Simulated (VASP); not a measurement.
# Ca2Yb2CuO2 (I4/mmm) in VASP: single point with r2SCAN

Aim: the single point of Ca2Yb2CuO2 with r2SCAN.

Everything below comes from runs of VASP 6.6.1. Logs are shortened: lines on timing, memory, paths and dates and some standing lists are left out, and cuts for length are marked.

## (1) The cell of the first run

It takes space group I4/mmm (No. 139, tetragonal). Conventional cell: a = 3.831 Å, b = 3.831 Å, c = 14.890 Å, α = 90.00°, β = 90.00°, γ = 90.00°. Cu (site symmetry 4/mmm) has 4 O at 1.92 Å within 2.5 Å. Within 3.6 Å of Yb (site symmetry 4mm) lie 1 Cu at 2.72 Å and 5 Ca at 2.95 to 3.17 Å and 4 O at 3.33 Å and 4 Yb at 3.37 Å. Ca (site symmetry 4mm) has 4 O at 2.47 Å and 5 Yb at 2.95 to 3.17 Å and 1 Ca at 3.11 Å and 4 Cu at 3.12 Å within 3.3 Å. O (site symmetry mmm) has 2 Cu at 1.92 Å and 4 Ca at 2.47 Å within 2.5 Å.

## (2) Single point, r2SCAN

File POSCAR:

```
Ca2Yb2CuO2
1.0
    0.0000000000      3.8314660000      0.0000000000
    3.8314660000      0.0000000000      0.0000000000
    1.9157330000      1.9157330000     -7.4450600000
Cu Yb Ca O
1 2 2 2
Direct
    0.5000000000      0.5000000000      0.0000000000
    0.3173800000      0.3173800000      0.3652400000
    0.6826200000      0.6826200000      0.6347600000
    0.1043400000      0.1043400000      0.7913200000
    0.8956600000      0.8956600000      0.2086800000
    0.5000000000      0.0000000000      0.0000000000
    0.0000000000      0.5000000000      0.0000000000
```

File INCAR.step1:

```
PREC = Accurate
ENCUT = 520
ISMEAR = -1
SIGMA = 0.1
LREAL = False
LASPH = True
NELM = 60
NBANDS = 54
GGA = PE
ALGO = Normal
EDIFF = 1E-4
LWAVE = True
LCHARG = False
```

File INCAR.step2:

```
PREC = Accurate
ENCUT = 520
EDIFF = 1E-6
ISMEAR = -1
SIGMA = 0.1
LREAL = False
LASPH = True
NELM = 60
ALGO = Normal
ISIF = 2
LWAVE = False
LCHARG = False
METAGGA = R2SCAN
LMIXTAU = True
NBANDS = 54
ISTART = 1
```

File KPOINTS:

```
Automatic mesh
0
Gamma
  5 5 5
```

Potentials or basis: VASP PAW PBE potentials, release 64 (Cu, Yb, Ca_sv, O).

Run with:

```
$ cat potpaw_PBE.64/Cu/POTCAR potpaw_PBE.64/Yb/POTCAR potpaw_PBE.64/Ca_sv/POTCAR potpaw_PBE.64/O/POTCAR > POTCAR
$ cp INCAR.step1 INCAR
$ mpirun -np 1 vasp_std > vasp.out
$ cp INCAR.step2 INCAR
$ mpirun -np 1 vasp_std > vasp.out
```

OUTCAR:

```text
PREC = Accurate
   ENCUT = 520
   EDIFF = 1E-6
   ISMEAR = -1
   LREAL = False
   LASPH = True
   NELM = 60
   ISIF = 2
   METAGGA = R2SCAN
   ISTART = 1

 ion  position               nearest neighbor table
   1  0.500  0.500  0.000-   6 1.92   7 1.92   6 1.92   7 1.92   2 2.72   3 2.72
   2  0.317  0.317  0.365-   1 2.72   5 2.95   5 2.95   5 2.95   5 2.95   4 3.17   3 3.37   3 3.37
                             3 3.37   3 3.37
   3  0.683  0.683  0.635-   1 2.72   4 2.95   4 2.95   4 2.95   4 2.95   5 3.17   2 3.37   2 3.37
                             2 3.37   2 3.37
   4  0.104  0.104  0.791-   7 2.47   6 2.47   6 2.47   7 2.47   3 2.95   3 2.95   3 2.95   3 2.95
                             5 3.11   2 3.17
   5  0.896  0.896  0.209-   6 2.47   7 2.47   6 2.47   7 2.47   2 2.95   2 2.95   2 2.95   2 2.95
                             4 3.11   3 3.17
   6  0.500  0.000  0.000-   1 1.92   1 1.92   4 2.47   5 2.47   4 2.47   5 2.47
   7  0.000  0.500  0.000-   1 1.92   1 1.92   5 2.47   4 2.47   4 2.47   5 2.47

  LATTYP: Found a body centered tetragonal cell.
 ALAT       =     3.8314660000
 C/A-ratio  =     3.8862722519

  Lattice vectors:

 A1 = (  -1.9157330000,   1.9157330000,   7.4450600000)
 A2 = (   1.9157330000,  -1.9157330000,   7.4450600000)
 A3 = (   1.9157330000,   1.9157330000,  -7.4450600000)

Analysis of symmetry for initial positions (statically):
=====================================================================
 Subroutine PRICEL returns:
 Original cell was already a primitive cell.

 Routine SETGRP: Setting up the symmetry group for a
 body centered tetragonal supercell.

 Subroutine GETGRP returns: Found 16 space group operations
 (whereof 16 operations were pure point group operations)
 out of a pool of 16 trial point group operations.

The static configuration has the point symmetry D_4h.

Analysis of symmetry for dynamics (positions and initial velocities):
=====================================================================
 Subroutine PRICEL returns:
 Original cell was already a primitive cell.

 Routine SETGRP: Setting up the symmetry group for a
 body centered tetragonal supercell.

 Subroutine GETGRP returns: Found 16 space group operations
 (whereof 16 operations were pure point group operations)
 out of a pool of 16 trial point group operations.

The dynamic configuration has the point symmetry D_4h.

 Subroutine INISYM returns: Found 16 space group operations
 (whereof 16 operations are pure point group operations),
 and found     1 'primitive' translations

----------------------------------------------------------------------------------------

                                     Primitive cell

  volume of cell :     109.2945

  direct lattice vectors                    reciprocal lattice vectors
     0.000000000  3.831466000  0.000000000     0.000000000  0.260996705  0.067158626
     3.831466000  0.000000000  0.000000000     0.260996705  0.000000000  0.067158626
     1.915733000  1.915733000 -7.445060000     0.000000000  0.000000000 -0.134317252

  length of vectors
     3.831466000  3.831466000  7.922687944     0.269498721  0.269498721  0.134317252

  position of ions in fractional coordinates (direct lattice)
     0.500000000  0.500000000  0.000000000
     0.317380000  0.317380000  0.365240000
     0.682620000  0.682620000  0.634760000
     0.104340000  0.104340000  0.791320000
     0.895660000  0.895660000  0.208680000
     0.500000000  0.000000000  0.000000000
     0.000000000  0.500000000  0.000000000

  ion indices of the primitive-cell ions
   primitive index   ion index
                 1           1
                 2           2
                 3           3
                 4           4
                 5           5
                 6           6
                 7           7

----------------------------------------------------------------------------------------

 KPOINTS: Automatic mesh

Automatic generation of k-mesh.
 Grid dimensions read from file:
 generate k-points for:    5    5    5

 Generating k-lattice:

  Cartesian coordinates                     Fractional coordinates (reciprocal lattice)
     0.000000000  0.052199341  0.013431725     0.200000000  0.000000000  0.000000000
     0.052199341  0.000000000  0.013431725     0.000000000  0.200000000  0.000000000
     0.000000000  0.000000000 -0.026863450     0.000000000  0.000000000  0.200000000

  Length of vectors
     0.053899744  0.053899744  0.026863450

  Shift w.r.t. Gamma in fractional coordinates (k-lattice)
     0.000000000  0.000000000  0.000000000

 Subroutine IBZKPT returns following result:
 ===========================================

 Found     18 irreducible k-points:

 Following reciprocal coordinates:
            Coordinates               Weight
  0.000000  0.000000  0.000000      1.000000
  0.200000  0.000000  0.000000      8.000000
  0.400000  0.000000  0.000000      8.000000
  0.200000  0.200000  0.000000      8.000000
  0.400000  0.200000  0.000000     16.000000
 -0.400000  0.200000 -0.000000     16.000000
[... 10 lines left out ...]
  0.000000  0.000000  0.400000      2.000000
 -0.200000  0.000000  0.400000      4.000000
   k-points           NKPTS =     18   k-points in BZ     NKDIM =     18   number of bands    NBANDS=     54
   number of dos      NEDOS =    301   number of ions     NIONS =      7
   total plane-waves  NPLWV =  47040
   dimension x,y,z NGX =    28 NGY =   28 NGZ =   60
   dimension x,y,z NGXF=    56 NGYF=   56 NGZF=  120
   ions per type =               1   2   2   2
   NGX,Y,Z   is equivalent  to a cutoff of  12.15, 12.15, 12.59 a.u.
   NGXF,Y,Z  is equivalent  to a cutoff of  24.30, 24.30, 25.18 a.u.
 SYSTEM =  unknown system
   PREC   = accura    normal or accurate (medium, high low for compatibility)
   ISTART =      1    job   : 0-new  1-cont  2-samecut
   ICHARG =      0    charge: 1-file 2-atom 10-const
   ISPIN  =      1    spin polarized calculation?
   LNONCOLLINEAR =      F non collinear calculations
   LSORBIT =      F    spin-orbit coupling
   LASPH  =      T    aspherical Exc in radial PAW
   ENCUT  =  520.0 eV  38.22 Ry    6.18 a.u.   7.12  7.12 14.73*2*pi/ulx,y,z
   NELM   =     60;   NELMIN=  2; NELMDL=  0     # of ELM steps
   EDIFF  = 0.1E-05   stopping-criterion for ELM
   LREAL  =      F    real-space projection
   EDIFFG = 0.1E-04   stopping-criterion for IOM
   NSW    =      0    number of steps for IOM
   IBRION =     -1    ionic relax: 0-MD 1-quasi-New 2-CG
   NFREE  =      0    steps in history (QN), initial steepest desc. (CG)
   ISIF   =      2    stress and relaxation
   ISYM   =      2    0-nonsym 1-usesym 2-fastsym
   POTIM  = 0.5000    time-step for ionic-motion
   TEBEG  =    0.0;   TEEND  =   0.0 temperature during run
   PSTRESS=    0.0 pullay stress
   NELECT =      91.0000    total number of electrons
   NUPDOWN=      -1.0000    fix difference up-down
   EMIN   =  10.00;   EMAX   =-10.00  energy-range for DOS
   EFERMI =   0.00;   METHOD = LEGACY
   ISMEAR =    -1;   SIGMA  =   0.10  broadening in eV -4-tet -1-fermi 0-gaus
   EFERMI_NEDOS =   21; number of points for ismear=-14 and -15
   IALGO  =     38    algorithm
   IMIX   =      4    mixing-type and parameters
     AMIX     =   0.40;   BMIX     =  1.00
     AMIX_MAG =   1.60;   BMIX_MAG =  1.00
  volume/ion in A,a.u.               =      15.61       105.37
  Fermi-wavevector in a.u.,A,eV,Ry     =   1.540125  2.910414 32.272806  2.371984
  Thomas-Fermi vector in A             =   2.646256
   LORBIT       =      0    0 simple, 1 ext, 2 COOP (PROOUT), +10 PAW based schemes
   METAGGA = R2SCAN    functional components
   LHFCALC =     F    Hartree Fock is set to
   AEXX    =    0.0000 exact exchange contribution
   IVDW    =     0    specifies the selected vdW correction
   LEPSILON=     F    determine dielectric tensor
   LRPA    =     F    only Hartree local field effects (RPA)
 non-spin polarized calculation
  energy-cutoff  :      520.00
  volume of cell :      109.29
 maximum number of plane-waves:      2960
   NGX = 15   NGY = 15   NGZ = 29

 number of electron      91.0000016 magnetization

 Free energy of the ion-electron system (eV)
  ---------------------------------------------------
  ext. energy  EPLUGINS =         0.00000000
  ---------------------------------------------------
  free energy    TOTEN  =      -111.61428278 eV

  energy without entropy =     -111.48019629  energy(sigma->0) =     -111.54723954

 E-fermi :   5.5617     XC(G=0): -12.1668

 val. band max:        5.5180140988   @ k =   0.0000   0.0000   0.4000
 cond. band min:       5.5618433073   @ k =  -0.4000   0.0000   0.2000
 fundamental gap:      0.0438292085
 Fermi energy:         5.5616775270

 k-point     1 :       0.0000    0.0000    0.0000
  band No.  band energies     occupation
      1     -47.9101      2.00000
      2     -47.8676      2.00000
      3     -37.4240      2.00000
      4     -37.3851      2.00000
      5     -19.9286      2.00000
      6     -19.7892      2.00000
[... 46 lines left out ...]
     53       8.2104      0.00000
     54       8.3498      0.00000

 k-point     2 :       0.2000    0.0000    0.0000
  band No.  band energies     occupation
      1     -47.9043      2.00000
      2     -47.8700      2.00000
      3     -37.4220      2.00000
      4     -37.3831      2.00000
      5     -19.9688      2.00000
      6     -19.8537      2.00000
[... 46 lines left out ...]
     53       8.4129      0.00000
     54       8.4935      0.00000

 k-point     3 :       0.4000    0.0000    0.0000
  band No.  band energies     occupation
      1     -47.8910      2.00000
      2     -47.8779      2.00000
      3     -37.4187      2.00000
      4     -37.3799      2.00000
      5     -20.0059      2.00000
      6     -19.9580      2.00000
[... 46 lines left out ...]
     53       8.3124      0.00000
     54       8.5038      0.00000
[... 742 lines left out ...]
 k-point    17 :       0.0000    0.0000    0.4000
  band No.  band energies     occupation
      1     -47.9100      2.00000
      2     -47.8677      2.00000
      3     -37.4254      2.00000
      4     -37.3837      2.00000
      5     -19.9109      2.00000
      6     -19.7908      2.00000
[... 46 lines left out ...]
     53       8.2277      0.00000
     54       8.8887      0.00000

 k-point    18 :      -0.2000    0.0000    0.4000
  band No.  band energies     occupation
      1     -47.9043      2.00000
      2     -47.8701      2.00000
      3     -37.4231      2.00000
      4     -37.3820      2.00000
      5     -19.9479      2.00000
      6     -19.8583      2.00000
[... 46 lines left out ...]
     53       8.4645      0.00000
     54       8.4756      0.00000

------------------------ aborting loop because EDIFF is reached ----------------------------------------

  FORCE on cell =-STRESS in cart. coord.  units (eV):
  Direction    XX          YY          ZZ          XY          YZ          ZX
  --------------------------------------------------------------------------------------
  -------------------------------------------------------------------------------------
  Total       16.1638247     16.1638247      8.2625269      0.0000000      0.0000000      0.0000000
  in kB      236.9499167    236.9499167    121.1226360      0.0000000      0.0000000      0.0000000
  external PRESSURE =     198.3408231 kB  Pullay stress =       0.0000000 kB

 VOLUME and BASIS-vectors are now :
 -----------------------------------------------------------------------------
  energy-cutoff  :      520.00
  volume of cell :      109.29
      direct lattice vectors                 reciprocal lattice vectors
     0.000000000  3.831466000  0.000000000     0.000000000  0.260996705  0.067158626
     3.831466000  0.000000000  0.000000000     0.260996705  0.000000000  0.067158626
     1.915733000  1.915733000 -7.445060000     0.000000000  0.000000000 -0.134317252

 POSITION                                       TOTAL-FORCE (eV/Angst)
 -----------------------------------------------------------------------------------
      1.91573      1.91573      0.00000         0.000000      0.000000      0.000000
      1.91573      1.91573     -2.71923        -0.000000     -0.000000     -1.166347
      3.83147      3.83147     -4.72583         0.000000      0.000000      1.166347
      1.91573      1.91573     -5.89142         0.000000      0.000000     -2.916892
      3.83147      3.83147     -1.55364        -0.000000     -0.000000      2.916892
      0.00000      1.91573      0.00000        -0.000000     -0.000000      0.000000
      1.91573      0.00000      0.00000        -0.000000     -0.000000      0.000000
 -----------------------------------------------------------------------------------
    total drift:                               -0.000000     -0.000000      0.000000

  FREE ENERGIE OF THE ION-ELECTRON SYSTEM (eV)
  ---------------------------------------------------
  free  energy   TOTEN  =      -111.6142827815 eV

  energy  without entropy=     -111.4801962892  energy(sigma->0) =     -111.54723954
```

It took 22 min on 1 thread of Intel Xeon 8259CL, shared host; peak memory 0.31 GiB.

What came out:

```
Free energy            : -111.6143 eV
Pressure               : 19.8 GPa
Largest force          : 2.917 eV/Å
Band gap on the k mesh : zero (an odd number of electrons rules out a gap without spin polarisation)
```

Forces in eV/Å, atoms in the order of the input:
```
Cu   0.000  0.000  0.000
Yb   0.000  0.000 -1.166
Yb   0.000  0.000  1.166
Ca   0.000  0.000 -2.917
Ca   0.000  0.000  2.917
O    0.000  0.000  0.000
O    0.000  0.000  0.000
```

Caveat: the cell stands under pressure; the PAW data sets were made with another functional, which shifts forces and pressure a little; spin-orbit coupling is left out, which moves the levels of the heavy elements; an odd number of electrons without spin polarisation forces a metal; a magnetic or distorted state may lie lower. With open d or f shells a metallic result of r2SCAN can be an artefact of self-interaction; +U or a hybrid may open a gap.
